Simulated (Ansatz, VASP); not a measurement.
Si2B3 in VASP and in Ansatz

```
Si B
1.0
     1.48682    0.85842    5.95697
    -1.48682    0.85842    5.95697
     0.00000   -1.71684    5.95697
Si B
2 3
Direct
  0.40158 0.40158 0.40158
  0.59842 0.59842 0.59842
  0.82507 0.82507 0.82507
  0.17493 0.17493 0.17493
  0.00000 0.00000 0.00000
```

Alike in both runs: functional PBE; k mesh 6 × 6 × 6; occupations gaussian, width 0.2 eV; no spin polarisation.

Ansatz relaxed the structure, and its values are those at the end. VASP's run is a single point on that final structure, the one shown.

```csv
,VASP,Ansatz
version,VASP 6.6.1,Ansatz 0.2.0
potentials or method,"VASP PAW PBE potentials, release 64 (Si, B), cutoff 500 eV","scalar-relativistic, plane waves, PAW"
valence electrons in the cell,17,17
```

VASP gave:

```
gap on the k mesh at the Fermi level (eV) : none
pressure (GPa)                            : 0.4
rms of the force components (eV/Å)        : 0.017
```

Problem. What did Ansatz give for the same quantities?

Solution. gap on the k mesh at the Fermi level (eV): none; pressure (GPa): 0.4; rms of the force components (eV/Å): 0.016.

A gap of «none» marks a metal or a gap that the smearing closes. With one functional, cell and mesh, what is left measures potentials, basis and numerics.

The k mesh is coarse, so the values compare programs but aren't converged.
